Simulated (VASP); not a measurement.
# Ge (Cmmm) in VASP: notebook, part 2 of 2

VASP 6.6.1. Earlier steps stand in the parts before.

### 5 Single point, r2SCAN (strain +0.000 along x and y, +0.015 along z)

File POSCAR:

```
Ge
1.0
    1.3971490000     -2.6005160000      0.0000000000
    1.3971490000      2.6005160000      0.0000000000
    0.0000000000      0.0000000000      2.7387044650
Ge
1
Direct
    0.5000000000      0.5000000000      0.0000000000
```

File INCAR.step1:

```
SYSTEM = Ge
PREC = Accurate
ENCUT = 520
ISMEAR = 0
SIGMA = 0.15
LREAL = .FALSE.
LASPH = .TRUE.
NELM = 80
NBANDS = 13
GGA = PE
ALGO = Normal
EDIFF = 1E-4
LWAVE = .TRUE.
LCHARG = .FALSE.
```

File INCAR.step2:

```
SYSTEM = Ge
PREC = Accurate
ENCUT = 520
EDIFF = 1E-7
ISMEAR = 0
SIGMA = 0.15
LREAL = .FALSE.
LASPH = .TRUE.
NELM = 80
ALGO = Normal
ISIF = 2
LWAVE = .FALSE.
LCHARG = .TRUE.
METAGGA = R2SCAN
LMIXTAU = .TRUE.
LELF = .TRUE.
LVHAR = .TRUE.
NBANDS = 13
ISTART = 1
```

File KPOINTS:

```
Automatic mesh
0
G
  20 20 18
  0 0 0
```

Started as:

```console
$ cat potpaw_PBE.64/Ge_d/POTCAR > POTCAR
$ cp INCAR.step1 INCAR
$ mpirun -np 1 vasp_std > vasp.out
$ cp INCAR.step2 INCAR
$ mpirun -np 1 vasp_std > vasp.out
```

It took 14 min on 1 thread of Oxide Virtual Turin-like, shared host; peak memory 0.33 GiB.

Results (log left out):

| Item | Value |
| --- | --- |
| Free energy | -13.4697 eV |
| Pressure | -4.1 GPa |
| Band gap on the k mesh | zero (bands 7 and 8 overlap by 9.61 eV) |

Stress tensor (GPa, compression positive):
```
-2.39  0.00  0.00
 0.00 -3.67  0.00
 0.00  0.00 -6.23
```

Levels at points of the mesh, in eV from the Fermi level:
| k point | band 4 | band 5 | band 6 | band 7 | band 8 | band 9 | band 10 | band 11 |
| --- | --- | --- | --- | --- | --- | --- | --- | --- |
| (0.00, 0.00, 0.00) | -25.27 | -25.26 | -13.39 | 6.50 | 7.61 | 9.20 | 10.28 | 13.30 |
| (0.50, 0.00, 0.00) | -25.28 | -25.28 | -8.01 | -5.49 | 3.71 | 8.02 | 10.61 | 17.05 |
| (0.50, 0.50, 0.00) | -25.29 | -25.26 | -8.93 | -5.70 | 5.59 | 9.72 | 9.90 | 16.30 |
| (0.00, 0.00, 0.50) | -25.32 | -25.30 | -9.69 | -5.84 | 10.46 | 12.05 | 16.64 | 17.37 |
| (0.50, 0.00, 0.50) | -25.28 | -25.19 | -3.81 | -2.58 | -1.65 | 4.12 | 6.55 | 12.06 |
| (0.50, 0.50, 0.50) | -25.28 | -25.21 | -4.85 | -2.74 | -2.33 | 3.74 | 8.45 | 13.96 |

Caveat: the cell differs from its parent crystal (strain +0.000 along x and y, +0.015 along z); the cell stands under tension; the PAW data sets were made with another functional, which shifts forces and pressure a little.

### 6 Single point, r2SCAN (strain +0.030 along x and y, +0.015 along z)

File POSCAR:

```
Ge
1.0
    1.4390634700     -2.6785314800      0.0000000000
    1.4390634700      2.6785314800      0.0000000000
    0.0000000000      0.0000000000      2.7387044650
Ge
1
Direct
    0.5000000000      0.5000000000      0.0000000000
```

File INCAR.step1:

```
  ALGO = Normal
  EDIFF = 1E-4
  ENCUT = 520
  GGA = PE
  ISMEAR = 0
  LASPH = T
  LCHARG = F
  LREAL = F
  LWAVE = T
  NBANDS = 13
  NELM = 100
  PREC = Accurate
  SIGMA = 0.15
```

File INCAR.step2:

```
  ALGO = Normal
  EDIFF = 1E-6
  ENCUT = 520
  ISIF = 2
  ISMEAR = 0
  ISTART = 1
  LASPH = T
  LCHARG = T
  LELF = T
  LMIXTAU = T
  LREAL = F
  LVHAR = T
  LWAVE = F
  METAGGA = R2SCAN
  NBANDS = 13
  NELM = 100
  PREC = Accurate
  SIGMA = 0.15
```

File KPOINTS:

```
k-points
0
Gamma
  20 20 18
```

Potentials or basis: VASP PAW PBE potentials, release 64 (Ge_d).

Started as:

```console
$ cat potpaw_PBE.64/Ge_d/POTCAR > POTCAR
$ cp INCAR.step1 INCAR
$ mpirun -np 1 vasp_std > vasp.out
$ cp INCAR.step2 INCAR
$ mpirun -np 1 vasp_std > vasp.out
```

Run time: 23 min. Hardware: 1 thread of Oxide Virtual Turin-like, shared host; peak memory 0.34 GiB.

The run converged. Its results:

```yaml
Free_energy: -13.4289 eV
Pressure: -7.0 GPa
Band_gap_on_the_k_mesh: zero (bands 7 and 8 overlap by 9.49 eV)
```

Stress tensor (GPa, compression positive):
```
-7.33  0.00  0.00
 0.00 -7.78  0.00
 0.00  0.00 -5.98
```

Levels at points of the mesh, in eV from the Fermi level:
```tsv
k point	band 4	band 5	band 6	band 7	band 8	band 9	band 10	band 11
(0.00, 0.00, 0.00)	-25.26	-25.24	-12.90	6.76	6.95	8.20	10.45	12.69
(0.50, 0.00, 0.00)	-25.27	-25.27	-8.12	-5.14	3.27	7.61	10.55	16.84
(0.50, 0.50, 0.00)	-25.28	-25.25	-8.95	-5.32	5.00	9.20	9.92	16.12
(0.00, 0.00, 0.50)	-25.30	-25.26	-9.14	-5.46	9.62	11.05	16.06	16.44
(0.50, 0.00, 0.50)	-25.27	-25.18	-3.92	-2.15	-1.73	4.26	6.16	11.66
(0.50, 0.50, 0.50)	-25.28	-25.20	-4.85	-2.34	-2.28	3.92	7.89	13.40
```

Caveat: the cell differs from its parent crystal (strain +0.030 along x and y, +0.015 along z); the cell stands under tension; the PAW data sets were made with another functional, which shifts forces and pressure a little.

### 7 Single point, r2SCAN (strain +0.030 along x and y, +0.030 along z)

POSCAR, as its differences from that of step 6:

```diff
@@ -4,3 +4,3 @@
     1.4390634700      2.6785314800      0.0000000000
-    0.0000000000      0.0000000000      2.7387044650
+    0.0000000000      0.0000000000      2.7791779300
 Ge
```

File INCAR.step1:

```
SYSTEM = Ge
PREC = Accurate ; ENCUT = 520
ISMEAR = 0 ; SIGMA = 0.15
LREAL = .FALSE. ; LASPH = .TRUE.
NELM = 60 ; NBANDS = 13
GGA = PE ; ALGO = Normal
EDIFF = 1E-4 ; LWAVE = .TRUE.
LCHARG = .FALSE.
```

File INCAR.step2:

```
SYSTEM = Ge
PREC = Accurate ; ENCUT = 520
EDIFF = 1E-6 ; ISMEAR = 0
SIGMA = 0.15 ; LREAL = .FALSE.
LASPH = .TRUE. ; NELM = 60
ALGO = Normal ; ISIF = 2
LWAVE = .FALSE. ; LCHARG = .FALSE.
METAGGA = R2SCAN ; LMIXTAU = .TRUE.
NBANDS = 13 ; ISTART = 1
```

File KPOINTS:

```
regular mesh
0
G
  20 20 18
  0 0 0
```

Potentials or basis: VASP PAW PBE potentials, release 64 (Ge_d).

Started as:

```console
$ cat potpaw_PBE.64/Ge_d/POTCAR > POTCAR
$ cp INCAR.step1 INCAR
$ mpirun -np 1 vasp_std > vasp.out
$ cp INCAR.step2 INCAR
$ mpirun -np 1 vasp_std > vasp.out
```

OUTCAR:

```text
SYSTEM = Ge
   PREC = Accurate
   ENCUT = 520
   EDIFF = 1E-6
   ISMEAR = 0
   LREAL = .FALSE.
   LASPH = .TRUE.
   NELM = 60
   ISIF = 2
   METAGGA = R2SCAN
   ISTART = 1

 ion  position               nearest neighbor table
   1  0.500  0.500  0.000-

  LATTYP: Found a base centered orthorhombic cell.
 ALAT       =     2.8781269400
 B/A-ratio  =     1.8613018368
 C/A-ratio  =     0.9656203454

  Lattice vectors:

 A1 = (   1.4390634700,  -2.6785314800,   0.0000000000)
[... 564 lines left out ...]
     13      25.6994      0.00000

 [... further k-points ...]

------------------------ aborting loop because EDIFF is reached ----------------------------------------

  FORCE on cell =-STRESS in cart. coord.  units (eV):
  Direction    XX          YY          ZZ          XY          YZ          ZX
  --------------------------------------------------------------------------------------
  -------------------------------------------------------------------------------------
  Total       -0.9665238     -1.0332096     -1.0554346     -0.0000000      0.0000000      0.0000000
  in kB      -72.2769907    -77.2637786    -78.9257792     -0.0000000      0.0000000      0.0000000
  external PRESSURE =     -76.1555162 kB  Pullay stress =       0.0000000 kB

 VOLUME and BASIS-vectors are now :
 -----------------------------------------------------------------------------
  energy-cutoff  :      520.00
  volume of cell :       21.43
      direct lattice vectors                 reciprocal lattice vectors
     1.439063470 -2.678531480  0.000000000     0.347448191 -0.186669451  0.000000000
     1.439063470  2.678531480  0.000000000     0.347448191  0.186669451  0.000000000
     0.000000000  0.000000000  2.779177930     0.000000000  0.000000000  0.359818632

 POSITION                                       TOTAL-FORCE (eV/Angst)
 -----------------------------------------------------------------------------------
      1.43906      0.00000      0.00000        -0.000000     -0.000000      0.000000
 -----------------------------------------------------------------------------------
    total drift:                               -0.000000     -0.000000     -0.000000

  FREE ENERGIE OF THE ION-ELECTRON SYSTEM (eV)
  ---------------------------------------------------
  free  energy   TOTEN  =       -13.4156596778 eV

  energy  without entropy=      -13.4107017964  energy(sigma->0) =      -13.41318074
```

OUTCAR.step1:

```text
SYSTEM = Ge
   PREC = Accurate
   ENCUT = 520
   ISMEAR = 0
   LREAL = .FALSE.
   LASPH = .TRUE.
   NELM = 60
[... 602 lines left out ...]
 -----------------------------------------------------------------------------------
      1.43906      0.00000      0.00000        -0.000000      0.000000      0.000000
 -----------------------------------------------------------------------------------
    total drift:                               -0.000000     -0.000000     -0.000000

  FREE ENERGIE OF THE ION-ELECTRON SYSTEM (eV)
  ---------------------------------------------------
  free  energy   TOTEN  =        -4.2365470315 eV

  energy  without entropy=       -4.2314645912  energy(sigma->0) =       -4.23400581
```

OSZICAR.step1:

```text
N       E                     dE             d eps       ncg     rms          rms(c)
DAV:   1     0.640820467418E+02    0.64082E+02   -0.72042E+03 30909   0.286E+03
DAV:   2     0.178053262504E+01   -0.62302E+02   -0.59547E+02 30700   0.410E+02
DAV:   3    -0.414853231568E+01   -0.59291E+01   -0.59036E+01 33235   0.738E+01
DAV:   4    -0.424236783262E+01   -0.93836E-01   -0.93824E-01 32990   0.101E+01
DAV:   5    -0.424342714987E+01   -0.10593E-02   -0.10593E-02 34015   0.120E+00    0.112E+00
DAV:   6    -0.423804237669E+01    0.53848E-02   -0.68901E-03 36260   0.175E+00    0.633E-01
DAV:   7    -0.423658712826E+01    0.14552E-02   -0.51025E-03 37064   0.128E+00    0.707E-02
DAV:   8    -0.423654703154E+01    0.40097E-04   -0.62373E-04 34840   0.539E-01
   1 F= -.42365470E+01 E0= -.42340058E+01  d E =-.508244E-02
```

Wall time 24 min (1 thread of Oxide Virtual Turin-like, shared host); peak memory 0.35 GiB.

Results:

```
Free energy            : -13.4157 eV
Pressure               : -7.6 GPa
Band gap on the k mesh : zero (bands 7 and 8 overlap by 9.20 eV)
```

Caveat: the cell differs from its parent crystal (strain +0.030 along x and y, +0.030 along z); the cell stands under tension; the PAW data sets were made with another functional, which shifts forces and pressure a little.

### 8 Summary

| cell | gap on the mesh (eV) | pressure (GPa) |
| --- | --- | --- |
| a = 2.952, b = 2.952, c = 2.779 Å, angles 90.0, 90.0, 123.5°, 1 atom | none | -4.8 |
| a = 2.996, b = 2.996, c = 2.698 Å, angles 90.0, 90.0, 123.5°, 1 atom | none | -4.9 |
| a = 2.996, b = 2.996, c = 2.617 Å, angles 90.0, 90.0, 123.5°, 1 atom | none | -3.0 |
| a = 2.952, b = 2.952, c = 2.739 Å, angles 90.0, 90.0, 123.5°, 1 atom | none | -4.1 |
| a = 3.041, b = 3.041, c = 2.739 Å, angles 90.0, 90.0, 123.5°, 1 atom | none | -7.0 |
| a = 3.041, b = 3.041, c = 2.779 Å, angles 90.0, 90.0, 123.5°, 1 atom | none | -7.6 |

Alike in all rows: task single point; level r2SCAN; potentials or basis VASP PAW PBE potentials, release 64 (Ge_d); no spin polarisation; k mesh 20 × 20 × 18; cutoff (eV) 520; smearing gaussian 0.15 eV.

Caveats: the PAW data sets were made with another functional, which shifts forces and pressure a little; the cell stands under tension (at least some runs); the stress differs along the axes, from -8 to -2 GPa (at least some runs); the stress differs along the axes, from -6 to 2 GPa (at least some runs).

Total energies depend on the potentials used, so only differences within one code and one set of settings carry meaning.
